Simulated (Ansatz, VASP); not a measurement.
**Two plane-wave programs on CdS**

INCAR

```
PREC     = Accurate       # precision mode
ENCUT    = 600            # plane-wave cutoff, eV
EDIFF    = 1E-7           # SCF threshold, eV
ISMEAR   = 0              # smearing method
SIGMA    = 0.02           # smearing width, eV
LREAL    = F              # projectors in reciprocal space
LASPH    = T              # aspherical terms in the spheres
NELM     = 60             # most SCF steps
ALGO     = Normal         # electronic algorithm
ISIF     = 3              # what is computed and relaxed
LWAVE    = F              # write WAVECAR
LCHARG   = F              # write CHGCAR
GGA      = PE             # functional
IVDW     = 12             # dispersion correction
IBRION   = 2              # ionic algorithm
NSW      = 100            # ionic steps
EDIFFG   = -0.005         # ionic threshold
```

File KPOINTS:

```
Automatic mesh
0
Gamma
  12 12 8
```

Contents of POSCAR:

```
CdS
1.0
    4.0976668513      0.0000000000      0.0000000000
   -2.0488334257      3.5486835895      0.0000000000
    0.0000000000      0.0000000000      3.8283122367
Cd S
1 1
Direct
    0.0000000000      0.0000000000      0.5307944175
    0.6666666667      0.3333333333      0.3462055825
```

Input for Ansatz:

```yaml
crystal:
  lattice:
    - [4.0976668513, 0.0, 0.0]
    - [-2.0488334257, 3.5486835895, 0.0]
    - [0.0, 0.0, 3.8283122367]
  atoms:
    - { symbol: Cd, position: [0.0, 0.0, 0.5307944175] }
    - { symbol: S, position: [0.6666666667, 0.3333333333, 0.3462055825] }
basis:
  ecutwfc: 420
kpoints:
  mp_grid: { grid: [12, 12, 8] }
hamiltonian:
  xc: pbe
  dispersion: d3bj
scf:
  occupations: { method: gaussian, width: 0.02 }
output:
  forces: true
  stress: true
  eigenvalues: true
  write_density: true
  write_potential: true
  elf: true
  volumetric_format: npy
relax:
  adjacent_minimum: "off"
  f_tol: 0.005
  max_steps: 80
  cell: { stress_tol: 0.05 }
```

Alike in both runs: task relaxation of cell and atoms; functional PBE; dispersion D3(BJ); k mesh 12 × 12 × 8; occupations gaussian, width 0.02 eV; no spin polarisation.

|  | VASP | Ansatz |
| --- | --- | --- |
| version | VASP 6.6.1 | Ansatz 0.2.0 |
| potentials or method | VASP PAW PBE potentials, release 64 (Cd, S), cutoff 600 eV | scalar-relativistic, plane waves, PAW |
| valence electrons in the cell | 18 | 26 |

Ansatz gave:

| Property | Result |
| --- | --- |
| gap on the k mesh at the Fermi level, each at its own relaxed structure (eV) | 0.90 |
| relaxed volume (Å³/atom) | 27.83 |
| relaxed cell length with the largest relative difference (Å) | 3.828 |

**Question.** What did VASP give for the same quantities?

**Answer.** gap on the k mesh at the Fermi level, each at its own relaxed structure (eV): 0.88; relaxed volume (Å³/atom): 27.71; relaxed cell length with the largest relative difference (Å): 3.810.

VASP's potentials hold 18 valence electrons a cell and Ansatz's 26, so a difference there can come from the potentials and not from the codes.
